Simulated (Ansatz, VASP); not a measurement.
## Two plane-wave programs on Bi2Te3

```
CELL_PARAMETERS angstrom
2.20850 1.27508 9.94667
-2.20850 1.27508 9.94667
0.00000 -2.55016 9.94667
ATOMIC_POSITIONS crystal
Bi 0.81200 0.81200 0.81200
Bi 0.40200 0.40200 0.40200
Te 0.61100 0.61100 0.61100
Te 0.20000 0.20000 0.20000
Te 0.00000 0.00000 0.00000
```

Alike in both runs: task single point; functional PBE; k mesh 12 × 12 × 12; occupations fermi-dirac, width 0.1 eV; no spin polarisation.

```csv
,VASP,Ansatz
version,VASP 6.6.1,Ansatz 0.2.0
potentials or method,"VASP PAW PBE potentials, release 64 (Bi_d, Te), cutoff 520 eV","scalar-relativistic, plane waves, PAW"
valence electrons in the cell,48,78
```

|  | VASP | Ansatz | Ansatz less VASP |
| --- | --- | --- | --- |
| gap on the k mesh at the Fermi level (eV) | none | none | - |
| pressure (GPa) | 1.7 | 1.7 | +0.03 |
| traceless stress, the component that is largest in VASP (GPa) | -0.54 | -0.53 | +0.008 |
| rms of the force components (eV/Å) | 0.498 | 0.495 | -0.0030 |

Atom by atom the forces differ by 0.004 eV/Å (rms over components). A gap of «none» marks a metal or a gap that the smearing closes. With one functional, cell and mesh, what is left measures potentials, basis and numerics. VASP's potentials hold 48 valence electrons a cell and Ansatz's 78, so a difference there can come from the potentials and not from the codes.

Spin-orbit coupling is off throughout.
